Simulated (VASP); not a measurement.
Input of a VASP 6.6.1 run:

File INCAR:

```
ALGO = Fast
EDIFF = 1E-7
ENCUT = 520
GGA = PE
ISIF = 2
ISMEAR = 0
LASPH = True
LCHARG = True
LELF = True
LREAL = False
LVHAR = True
LWAVE = False
NBANDS = 24
NELM = 100
PREC = Accurate
SIGMA = 0.15
```

The input KPOINTS:

```
k-points
0
Gamma
  20 20 12
```

POSCAR

```
TaN
1.0
    0.0000000000      0.0000000000      2.8977716017
    2.9501846798      0.0000000000      0.0000000000
    0.0000000000      5.1098697572      0.0000000000
Ta N
2 2
Direct
    0.5122008715      0.0119841105      0.3333333333
    0.4877991285      0.4880158895      0.8333333333
    0.0044340179      0.5046546586      0.5000000000
   -0.0044340179     -0.0046546586      0.0000000000
```

Potentials or basis: VASP PAW PBE potentials, release 64 (Ta_pv, N).

The run is started by

```bash
$ cat potpaw_PBE.64/Ta_pv/POTCAR potpaw_PBE.64/N/POTCAR > POTCAR
$ mpirun -np 1 vasp_std > vasp.out
```

Predict the pressure.

1.1 GPa.

Predict the largest force.

0.998 eV/Å.

Estimate the band gap on the k mesh.

zero (bands 16 and 17 overlap by 0.45 eV).

Forces in eV/Å, atoms in the order of the input:
```
Ta  -0.705  0.017 -0.706
Ta   0.705  0.017  0.706
N   -0.017 -0.017 -0.019
N    0.017 -0.017  0.019
```

Caveat: the cell differs from its parent crystal (atoms displaced along a vibrational mode); spin-orbit coupling is left out, which moves the levels of the heavy elements.
